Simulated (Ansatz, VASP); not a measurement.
**One calculation of BaZrO3, two programs**

```
Ba Zr O
1.0
     4.20536    0.00000    0.00000
     0.00000    4.20536    0.00000
     0.00000    0.00000    4.10022
Ba Zr O
1 1 3
Direct
  0.00000 0.00000 0.00000
  0.50000 0.50000 0.50000
  0.50000 0.50000 0.00000
  0.50000 0.00000 0.50000
  0.00000 0.50000 0.50000
```

Change from the starting cell: uniaxial_z strain -2.5%.

Alike in both runs: task single point; functional r2SCAN; k mesh 6 × 6 × 6; no spin polarisation.

```csv
,VASP,Ansatz
version,VASP 6.6.1,Ansatz 0.2.0
potentials or method,"VASP PAW PBE potentials, release 64 (Ba_sv, Zr_sv, O)","plane waves, PAW"
plane-wave cutoff (eV),520,500
occupations,"gaussian, width 0.01 eV",fixed
valence electrons in the cell,40,40
```

VASP gave:

- gap on the k mesh at the Fermi level (eV): 3.65
- pressure (GPa): 5.7
- traceless stress, the component that is largest in VASP (GPa): 4.66

**Question.** Estimate Ansatz's values.

**Answer.** gap on the k mesh at the Fermi level (eV): 3.70; pressure (GPa): 4.5; traceless stress, the component that is largest in VASP (GPa): 4.55.

VASP's potentials were made for PBE, not for r2SCAN.

Neither program's run includes spin-orbit coupling.
